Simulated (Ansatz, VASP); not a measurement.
# Two plane-wave programs on MgO

```
Mg O
1.0
     0.00000    2.10217    2.10217
     2.10217    0.00000    2.10217
     2.10217    2.10217    0.00000
Mg O
1 1
Direct
  0.00000 0.00000 0.00000
  0.50000 0.50000 0.50000
```

Alike in both runs: task single point; functional PBE; k mesh 10 × 10 × 10; occupations fermi-dirac, width 0.02 eV; no spin polarisation.

|  | VASP | Ansatz |
| --- | --- | --- |
| version | VASP 6.6.1 | Ansatz 0.2.0 |
| potentials or method | VASP PAW PBE potentials, release 64 (Mg, O) | plane waves, PAW |
| plane-wave cutoff (eV) | 520 | 420 |
| valence electrons in the cell | 8 | 16 |

Ansatz gave:

- gap on the k mesh at the Fermi level (eV): 4.80
- pressure (GPa): 5.6

Q: What did VASP give for the same quantities?

A: gap on the k mesh at the Fermi level (eV): 4.78; pressure (GPa): 4.9.

VASP's potentials hold 8 valence electrons a cell and Ansatz's 16, so a difference there can come from the potentials and not from the codes.
